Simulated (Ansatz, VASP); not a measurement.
**V4O in VASP and in Ansatz**

```
V O
1.0
     2.99718    0.00000    0.00000
     0.00000    2.99718    0.00000
     0.00000    0.00000   21.33338
V O
4 1
Direct
  0.50000 0.50000 0.18750
  0.00000 0.00000 0.25775
  0.50000 0.50000 0.32672
  0.00000 0.00000 0.39063
  0.50000 0.50000 0.47781
```

Alike in both runs: task single point; functional PBE; k mesh 9 × 9 × 1; occupations gaussian, width 0.1 eV; no spin polarisation.

```csv
,VASP,Ansatz
version,VASP 6.6.1,Ansatz 0.2.0
potentials or method,"VASP PAW PBE potentials, release 64 (V_sv, O), cutoff 520 eV","scalar-relativistic, plane waves, PAW"
valence electrons in the cell,58,58
```

Ansatz gave:

* gap on the k mesh at the Fermi level (eV): none
* rms of the force components (eV/Å): 1.633
* work function, face that differs most (eV): 3.93

**Question.** What did VASP give for the same quantities?

**Answer.** gap on the k mesh at the Fermi level (eV): none; rms of the force components (eV/Å): 1.632; work function, face that differs most (eV): 3.93.

Atom by atom the forces differ by 0.007 eV/Å (rms over components). A gap of «none» marks a metal or a gap that the smearing closes. Ansatz's warnings: xc potential rough in thin density.
